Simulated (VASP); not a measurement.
Sb:

```xyz
2
Lattice="3.2861 0.0000 0.0000 -1.6430 2.8458 0.0000 0.0000 0.0000 5.3585" Properties=species:S:1:pos:R:3 pbc="T T T"
Sb    1.6430    0.9486    4.0189
Sb    0.0000    1.8972    1.3396
```

This isn't the form of Sb at room conditions, which is rhombohedral.

Base run:

```yaml
Program: VASP 6.6.1
Functional: r2SCAN
Potentials_or_basis: VASP PAW PBE potentials, release 64 (Sb)
Cutoff: 520 eV
k_mesh: 9 × 9 × 5
Occupations: fermi-dirac, width 0.05 eV
Spin: no spin polarisation
```

Its results: band gap on the k mesh zero (bands 5 and 6 overlap by 7.93 eV); pressure 5.2 GPa.

**Question.** The run is repeated on the same cell with these changes: functional from r2SCAN to LDA; potentials or basis from VASP PAW PBE potentials, release 64 (Sb) to VASP PAW LDA potentials, release 64 (Sb). What comes out?

**Answer.** Band gap on the k mesh zero (bands 5 and 6 overlap by 7.40 eV); pressure 1.5 GPa.

Caveats: spin-orbit coupling is left out, which moves the levels of the heavy elements; the cell stands under pressure (at least some runs); the PAW data sets were made with another functional, which shifts forces and pressure a little (at least some runs).
